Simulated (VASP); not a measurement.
# Ba5Sr3Ti8O24 in VASP: settings compared, part 2 of 2

VASP 6.6.1.

### Step 3. Single point, r2SCAN

The input, POSCAR:

```
Ba5Sr3Ti8O24
1.0
    7.9046300000      0.0000000000      0.0000000000
    0.0000000000      7.9046300000      0.0000000000
    0.0000000000      0.0000000000      7.9046300000
Ba Sr Ti O
5 3 8 24
Direct
    0.9967230000      0.9963830000      0.9976050000
    0.9966360000      0.9964270000      0.4974780000
    0.9968740000      0.4967480000      0.9977990000
    0.9967350000      0.4965460000      0.4974380000
    0.4973460000      0.9965770000      0.4976440000
    0.4946690000      0.9930550000      0.9946240000
    0.4947930000      0.4938170000      0.9948700000
    0.4946580000      0.4935700000      0.4941020000
    0.2461580000      0.2427850000      0.2414860000
    0.2456580000      0.2429750000      0.7440290000
    0.2464200000      0.7408330000      0.2418860000
    0.2461490000      0.7404360000      0.7438430000
    0.7389340000      0.2435400000      0.2418480000
    0.7388230000      0.2435820000      0.7446250000
    0.7389110000      0.7411510000      0.2422030000
    0.7389320000      0.7407930000      0.7445980000
    0.2600150000      0.2539990000      0.0043920000
    0.2575430000      0.2554410000      0.5052380000
    0.2593530000      0.7514950000      0.0044890000
    0.2573280000      0.7484990000      0.5051320000
    0.7462460000      0.2539280000      0.0045310000
    0.7477130000      0.2548200000      0.5053820000
    0.7471380000      0.7517900000      0.0046730000
    0.7479580000      0.7495180000      0.5054740000
    0.0056020000      0.2523230000      0.2516020000
    0.0054380000      0.2524930000      0.7535540000
    0.0056580000      0.7509060000      0.2520010000
    0.0055910000      0.7505600000      0.7533610000
    0.5032440000      0.2569070000      0.2529940000
    0.5031510000      0.2553790000      0.7563840000
    0.5032100000      0.7503450000      0.2513650000
    0.5032450000      0.7519130000      0.7580160000
    0.2573020000      0.0040570000      0.2495710000
    0.2575540000      0.0041960000      0.7564900000
    0.2593970000      0.5034290000      0.2525270000
    0.2599850000      0.5033430000      0.7550860000
    0.7479910000      0.0044100000      0.2505850000
    0.7477000000      0.0043280000      0.7558860000
    0.7470990000      0.5036070000      0.2528410000
    0.7462680000      0.5034710000      0.7550030000
```

The input, INCAR.step1:

```
PREC = Accurate
ENCUT = 520
ISMEAR = -1
SIGMA = 0.05
LREAL = Auto
LASPH = T
NELM = 60
ISYM = 0
NBANDS = 186
GGA = PE
ALGO = Normal
EDIFF = 1E-4
LWAVE = T
LCHARG = F
```

The input, INCAR.step2:

```
PREC = Accurate
ENCUT = 520
EDIFF = 1E-6
ISMEAR = -1
SIGMA = 0.05
LREAL = Auto
LASPH = T
NELM = 60
ALGO = Normal
ISIF = 2
LWAVE = F
LCHARG = F
METAGGA = R2SCAN
LMIXTAU = T
ISYM = 0
NBANDS = 186
ISTART = 1
```

The input, KPOINTS:

```
Automatic mesh
0
Gamma
  1 1 1
  0.25 0.25 0.25
```

Potentials or basis: VASP PAW PBE potentials, release 64 (Ba_sv, Sr_sv, Ti_sv, O).

Run with:

```console
$ cat potpaw_PBE.64/Ba_sv/POTCAR potpaw_PBE.64/Sr_sv/POTCAR potpaw_PBE.64/Ti_sv/POTCAR potpaw_PBE.64/O/POTCAR > POTCAR
$ cp INCAR.step1 INCAR
$ mpirun -np 1 vasp_std > vasp.out
$ cp INCAR.step2 INCAR
$ mpirun -np 1 vasp_std > vasp.out
```

OUTCAR:

```text
PREC = Accurate
   ENCUT = 520
   EDIFF = 1E-6
   ISMEAR = -1
   LREAL = Auto
   LASPH = T
   NELM = 60
   ISIF = 2
   METAGGA = R2SCAN
   ISYM = 0
   ISTART = 1

 ion  position               nearest neighbor table
   1  0.997  0.996  0.998-  28 2.74  38 2.74  23 2.76  27 2.80  26 2.80  37 2.81  34 2.81  19 2.84
                            21 2.84  25 2.85  33 2.87  17 2.91   9 3.38  10 3.42  13 3.42  11 3.42
   2  0.997  0.996  0.497-  27 2.75  37 2.77  24 2.77  28 2.81  25 2.81  22 2.84  38 2.84  33 2.84
                            20 2.84  26 2.86  18 2.91  34 2.91  10 3.39  12 3.43   9 3.43  14 3.43
   3  0.997  0.497  0.998-  26 2.73  40 2.76  21 2.76  25 2.79  28 2.79  23 2.82  39 2.82  36 2.83
                            17 2.83  27 2.84  19 2.89  35 2.89  11 3.37  15 3.41  12 3.41   9 3.41
   4  0.997  0.497  0.497-  25 2.74  22 2.74  39 2.76  27 2.79  26 2.80  24 2.81  18 2.81  35 2.84
                            40 2.84  28 2.85  20 2.87  36 2.91  12 3.38  10 3.42  16 3.42  11 3.42
   5  0.497  0.997  0.498-  20 2.73  33 2.73  31 2.75  24 2.78  37 2.78  34 2.79  18 2.79  29 2.82
                            32 2.82  38 2.84  22 2.84  30 2.89  14 3.36  10 3.40  16 3.40  13 3.40
   6  0.495  0.993  0.995-  34 2.66  19 2.67  32 2.67  38 2.75  33 2.75  23 2.76  17 2.78  31 2.79
                            30 2.80  37 2.85  21 2.87  29 2.92  13 3.39  15 3.39  14 3.40   9 3.40
   7  0.495  0.494  0.995-  36 2.65  17 2.65  30 2.67  21 2.75  40 2.75  35 2.76  19 2.76  32 2.77
                            29 2.77  39 2.85  23 2.85  31 2.87  15 3.37  16 3.38  13 3.38  11 3.39
   8  0.495  0.494  0.494-  18 2.66  35 2.67  29 2.67  22 2.75  20 2.75  39 2.76  36 2.78  31 2.79
                            30 2.80  24 2.85  40 2.87  32 2.92  16 3.39  15 3.39  14 3.40  12 3.40
   9  0.246  0.243  0.241-  17 1.88  33 1.89  25 1.90  29 2.04  35 2.06  18 2.09   1 3.38   6 3.40
[... 37 lines left out ...]
  39  0.747  0.504  0.253-  15 1.88  13 2.06   8 2.76   4 2.76   3 2.82   7 2.85
  40  0.746  0.503  0.755-  16 1.88  14 2.06   7 2.75   3 2.76   4 2.84   8 2.87

IMPORTANT INFORMATION: All symmetrisations will be switched off!
NOSYMM: (Re-)initialisation of all symmetry stuff for point group C_1.

----------------------------------------------------------------------------------------

                                     Primitive cell

  volume of cell :     493.9064

  direct lattice vectors                    reciprocal lattice vectors
[... 177 lines left out ...]
 NGX is ok and might be reduce to    60
   NGX = 29   NGY = 29   NGZ = 29

 number of electron     320.0000008 magnetization

 Free energy of the ion-electron system (eV)
  ---------------------------------------------------
  ext. energy  EPLUGINS =         0.00000000
  ---------------------------------------------------
  free energy    TOTEN  =      -561.01642399 eV

  energy without entropy =     -561.01642399  energy(sigma->0) =     -561.01642399

 E-fermi :   4.8532     XC(G=0): -11.9754

 val. band max:        3.5091157048   @ k =   0.2500   0.2500   0.2500
 cond. band min:       6.6166760123   @ k =  -0.2500   0.2500   0.2500
 fundamental gap:      3.1075603075
 Fermi energy:         4.8532125873

 k-point     1 :       0.2500    0.2500    0.2500
  band No.  band energies     occupation
      1     -54.8529      2.00000
      2     -54.8517      2.00000
      3     -54.8514      2.00000
      4     -54.8488      2.00000
      5     -54.8484      2.00000
      6     -54.8474      2.00000
[... 689 lines left out ...]
    171       7.7462      0.00000
    172       7.7569      0.00000
 [bands above 172 left out]

------------------------ aborting loop because EDIFF is reached ----------------------------------------

  FORCE on cell =-STRESS in cart. coord.  units (eV):
  Direction    XX          YY          ZZ          XY          YZ          ZX
  --------------------------------------------------------------------------------------
  -------------------------------------------------------------------------------------
  Total       14.7393369     14.9974520     15.0243204      0.7946910      0.7901502      0.8066628
  in kB       47.8127683     48.6500648     48.7372231      2.5778891      2.5631594      2.6167242
  external PRESSURE =      48.4000187 kB  Pullay stress =       0.0000000 kB

 VOLUME and BASIS-vectors are now :
 -----------------------------------------------------------------------------
  energy-cutoff  :      520.00
  volume of cell :      493.91
      direct lattice vectors                 reciprocal lattice vectors
     7.904630000  0.000000000  0.000000000     0.126508135  0.000000000  0.000000000
     0.000000000  7.904630000  0.000000000     0.000000000  0.126508135  0.000000000
     0.000000000  0.000000000  7.904630000     0.000000000  0.000000000  0.126508135

 POSITION                                       TOTAL-FORCE (eV/Angst)
 -----------------------------------------------------------------------------------
      7.87873      7.87604      7.88570         0.056599      0.055042      0.050962
      7.87804      7.87639      3.93238         0.057462      0.052022      0.051045
      7.87992      3.92661      7.88723         0.056345      0.051843      0.051305
      7.87882      3.92501      3.93206         0.055340      0.053644      0.053646
      3.93134      7.87757      3.93369         0.050933      0.055839      0.054172
      3.91018      7.84973      7.86213         0.045610      0.046943      0.045125
[... 32 lines left out ...]
      5.90554      3.98083      1.99861        -0.126706     -0.091710     -0.048608
      5.89897      3.97975      5.96802        -0.121984     -0.089903     -0.054278
 -----------------------------------------------------------------------------------
    total drift:                               -0.053230     -0.026467      0.013780

  FREE ENERGIE OF THE ION-ELECTRON SYSTEM (eV)
  ---------------------------------------------------
  free  energy   TOTEN  =      -561.0164239912 eV

  energy  without entropy=     -561.0164239912  energy(sigma->0) =     -561.01642399
```

OSZICAR.step1:

```text
N       E                     dE             d eps       ncg     rms          rms(c)
DAV:   1     0.453028439361E+04    0.45303E+04   -0.15858E+05  1488   0.189E+03
DAV:   2     0.565894170745E+03   -0.39644E+04   -0.37677E+04  1520   0.564E+02
DAV:   3    -0.327670737513E+03   -0.89356E+03   -0.86565E+03  1848   0.236E+02
DAV:   4    -0.398444091327E+03   -0.70773E+02   -0.70536E+02  1984   0.722E+01
DAV:   5    -0.403486799294E+03   -0.50427E+01   -0.50406E+01  2408   0.156E+01    0.711E+01
DAV:   6    -0.318346125995E+03    0.85141E+02   -0.52416E+02  2184   0.825E+01    0.360E+01
DAV:   7    -0.320560548423E+03   -0.22144E+01   -0.95378E+01  2048   0.273E+01    0.227E+01
DAV:   8    -0.320989329499E+03   -0.42878E+00   -0.19226E+01  2112   0.172E+01    0.957E+00
DAV:   9    -0.319842544266E+03    0.11468E+01   -0.65237E+00  2080   0.101E+01    0.263E+00
DAV:  10    -0.319928270435E+03   -0.85726E-01   -0.82402E-01  2136   0.295E+00    0.210E+00
DAV:  11    -0.319875861486E+03    0.52409E-01   -0.19745E-01  2056   0.190E+00    0.642E-01
DAV:  12    -0.319873116374E+03    0.27451E-02   -0.60357E-02  2192   0.707E-01    0.323E-01
DAV:  13    -0.319872811590E+03    0.30478E-03   -0.48714E-03  2032   0.343E-01    0.193E-01
DAV:  14    -0.319872953404E+03   -0.14181E-03   -0.26576E-03  1824   0.184E-01    0.108E-01
DAV:  15    -0.319872986385E+03   -0.32981E-04   -0.11896E-03  2000   0.152E-01    0.753E-02
DAV:  16    -0.319872950294E+03    0.36091E-04   -0.31371E-04  1208   0.789E-02
   1 F= -.31987295E+03 E0= -.31987295E+03  d E =-.150269E-10
```

It took 24 min on 1 thread of Intel Xeon Platinum 8375C at 2.90GHz (Ice Lake), shared host; peak memory 0.69 GiB.

What came out:

- Free energy: -561.0164 eV
- Pressure: 4.8 GPa
- Largest force: 0.292 eV/Å
- Band gap on the k mesh: 3.11 eV, indirect (least direct gap 3.13 eV)

Forces in eV/Å, atoms in the order of the input:
```
Ba   0.057  0.055  0.051
Ba   0.057  0.052  0.051
Ba   0.056  0.052  0.051
Ba   0.055  0.054  0.054
Ba   0.051  0.056  0.054
Sr   0.046  0.047  0.045
Sr   0.045  0.046  0.044
Sr   0.046  0.045  0.046
Ti   0.160  0.167  0.152
Ti   0.171  0.167  0.168
Ti   0.157  0.148  0.152
Ti   0.168  0.147  0.158
Ti   0.124  0.151  0.140
Ti   0.133  0.159  0.160
Ti   0.116  0.137  0.142
Ti   0.126  0.136  0.157
O    0.020 -0.066 -0.086
O   -0.022 -0.017 -0.092
O    0.023 -0.056 -0.085
O   -0.027 -0.102 -0.080
O   -0.122 -0.056 -0.088
O   -0.091 -0.018 -0.092
O   -0.131 -0.049 -0.094
O   -0.084 -0.093 -0.100
O   -0.090 -0.065 -0.056
O   -0.088 -0.066 -0.066
O   -0.090 -0.054 -0.055
O   -0.090 -0.056 -0.065
O   -0.089 -0.010 -0.089
O   -0.086 -0.020 -0.017
O   -0.081 -0.090 -0.090
O   -0.090 -0.087 -0.011
O   -0.029 -0.077 -0.104
O   -0.022 -0.093 -0.017
O    0.023 -0.086 -0.055
O    0.021 -0.089 -0.064
O   -0.083 -0.097 -0.095
O   -0.091 -0.090 -0.020
O   -0.127 -0.092 -0.049
O   -0.122 -0.090 -0.054
```

Levels at points of the mesh, in eV from the valence-band top:
| k point | band 158 | band 159 | band 160 | band 161 | band 162 | band 163 |
| --- | --- | --- | --- | --- | --- | --- |
| (0.25, 0.25, 0.25) | -0.10 | -0.10 | 0.00 | 3.26 | 3.26 | 3.27 |

Caveat: the k points lie up to 0.79 Å⁻¹ apart; the PAW data sets were made with another functional, which shifts forces and pressure a little; spin-orbit coupling is left out, which moves the levels of the heavy elements. A k mesh can miss the band edges.
